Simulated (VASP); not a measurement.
Write the native input for VASP 6.6.1 that does the following.

```
Task                   : single point
Functional             : PBEsol
Potentials or basis    : VASP PAW PBE potentials, release 64 (Hf_pv, N)
Cutoff                 : 520 eV
k mesh                 : 8 × 8 × 8
Occupations            : gaussian, width 0.1 eV
Spin                   : no spin polarisation
Dipole correction      : no
Further INCAR settings : ALGO = Normal; EDIFF = 1e-06; NBANDS = 14
```

The structure of HfN lies in POSCAR:

```
HfN
1.0
    0.0000000000      2.4548220000      2.4548220000
    2.4548220000      0.0000000000      2.4548220000
    2.4548220000      2.4548220000      0.0000000000
Hf N
1 1
Direct
    0.0000000000      0.0000000000      0.0000000000
    0.7500000000      0.7500000000      0.7500000000
```

The input as run:

INCAR

```
ALGO = Normal ; EDIFF = 1E-6
ENCUT = 520 ; GGA = PS
ISIF = 2 ; ISMEAR = 0
LASPH = T ; LCHARG = F
LREAL = F ; LWAVE = F
NBANDS = 14 ; NELM = 60
PREC = Accurate ; SIGMA = 0.1
```

KPOINTS

```
k-points
0
Gamma
  8 8 8
```

Potentials or basis: VASP PAW PBE potentials, release 64 (Hf_pv, N).

Command:

```console
$ cat potpaw_PBE.64/Hf_pv/POTCAR potpaw_PBE.64/N/POTCAR > POTCAR
$ mpirun -np 1 vasp_std > vasp.out
```

Results of the run:

```yaml
Pressure: -6.1 GPa
```

Caveat: the PAW data sets were made with another functional, which shifts forces and pressure a little.

Wall time 14 s on 1 thread of Intel(R) Xeon(R) 6975P-C (Granite Rapids), on a shared host, peak memory 0.16 GiB.
